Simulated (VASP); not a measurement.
Set up this calculation in VASP 6.6.1, as the native input.

```yaml
Task: single point
Functional: PBE
Potentials_or_basis: VASP PAW PBE potentials, release 64 (As)
Cutoff: 520 eV
k_mesh: 15 × 15 × 8
Occupations: fermi-dirac, width 0.08 eV
Spin: no spin polarisation
Dipole_correction: no
Further_INCAR_settings: ALGO = Normal; EDIFF = 1e-07; NBANDS = 12
```

The structure of As lies in POSCAR:

```
As
1.0
    2.8970663851      0.0000000000      0.0000000000
   -1.4485331926      2.5089330859      0.0000000000
    0.0000000000      0.0000000000      4.8297410208
As
2
Direct
    0.3333333333      0.6666666667      0.2500000000
    0.6666666667      0.3333333333      0.7500000000
```

These files were run (other wordings do the same):

INCAR

```
PREC = Accurate
ENCUT = 520
EDIFF = 1E-7
ISMEAR = -1
SIGMA = 0.08
LREAL = False
LASPH = True
NELM = 60
ALGO = Normal
ISIF = 2
LWAVE = False
LCHARG = False
GGA = PE
NBANDS = 12
```

KPOINTS

```
Automatic mesh
0
Gamma
  15 15 8
```

Potentials or basis: VASP PAW PBE potentials, release 64 (As).

Run with:

```console
$ cat potpaw_PBE.64/As/POTCAR > POTCAR
$ mpirun -np 1 vasp_std > vasp.out
```

It gave:

```json
{
  "Pressure": "9.5 GPa",
  "Band gap on the k mesh": "zero (band 5 reaches 13.09 eV, above the bottom of band 6 at 3.33 eV)"
}
```

Wall time 26 s on 1 thread of Intel(R) Xeon(R) Platinum 8488C (Sapphire Rapids), with other jobs on the host, peak memory 0.18 GiB.
